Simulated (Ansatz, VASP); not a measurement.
# TiO2: VASP beside Ansatz

```
CELL_PARAMETERS angstrom
2.68621 -2.68628 -0.01957
2.68621 2.68628 -0.01957
-2.64893 0.00000 4.86900
ATOMIC_POSITIONS crystal
Ti 0.12511 0.87489 0.25000
Ti 0.87489 0.12511 0.75000
O 0.33142 0.08163 0.66295
O 0.66858 0.91837 0.33705
O 0.91837 0.66858 0.83705
O 0.08163 0.33142 0.16295
```

Alike in both runs: task single point; functional PBE; k mesh 8 × 8 × 6; occupations gaussian, width 0.02 eV; no spin polarisation.

```csv
,VASP,Ansatz
version,VASP 6.6.1,Ansatz 0.2.0
potentials or method,"VASP PAW PBE potentials, release 64 (Ti_sv, O), cutoff 520 eV","scalar-relativistic, plane waves, PAW"
valence electrons in the cell,48,48
```

VASP gave:

- gap on the k mesh at the Fermi level (eV): 2.14
- least direct gap on the mesh (eV): 2.42
- pressure (GPa): 0.7
- rms of the force components (eV/Å): 0.009

Task: Estimate Ansatz's values.

Result: gap on the k mesh at the Fermi level (eV): 2.16; least direct gap on the mesh (eV): 2.44; pressure (GPa): 0.0; rms of the force components (eV/Å): 0.000.

Atom by atom the forces differ by 0.009 eV/Å (rms over components). With one functional, cell and mesh, what is left measures potentials, basis and numerics.
